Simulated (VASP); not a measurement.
A run of VASP 6.6.1 is set up as follows.

Contents of INCAR:

```
SYSTEM = SnSe2
  PREC = Accurate
  ENCUT = 500
  EDIFF = 1E-6
  ISMEAR = 0
  SIGMA = 0.05
  LREAL = .FALSE.
  LASPH = .TRUE.
  NELM = 120
  ALGO = Normal
  ISIF = 2
  LWAVE = .FALSE.
  LCHARG = .TRUE.
  GGA = PE
  LELF = .TRUE.
  LVHAR = .TRUE.
  NBANDS = 20
  GGA_COMPAT = .FALSE.
```

KPOINTS

```
regular mesh
0
G
  8 8 4
  0 0 0
```

POSCAR

```
SnSe2
1.0
    3.8393021247      0.0000000000      0.0000000000
   -1.9196510623      3.3249331729      0.0000000000
    0.0000000000      0.0000000000      6.0468501537
Sn Se
1 2
Direct
    0.0000000000      0.0000000000      0.0000000000
    0.3333333333      0.6666666667      0.2638113996
    0.6666666667      0.3333333333      0.7361886004
```

Potentials or basis: VASP PAW PBE potentials, release 64 (Sn_d, Se).

Run with:

```bash
$ cat potpaw_PBE.64/Sn_d/POTCAR potpaw_PBE.64/Se/POTCAR > POTCAR
$ mpirun -np 1 vasp_std > vasp.out
```

Problem. Predict the band gap on the k mesh.

Solution. 0.61 eV, indirect (least direct gap 0.86 eV).

Problem. What does it give for the pressure?

Solution. 2.3 GPa.

Caveat: spin-orbit coupling is left out, which moves the levels of the heavy elements; this functional lacks dispersion, which binds the layers, so the pressure and a relaxed spacing across them are unreliable. A k mesh can miss the band edges.
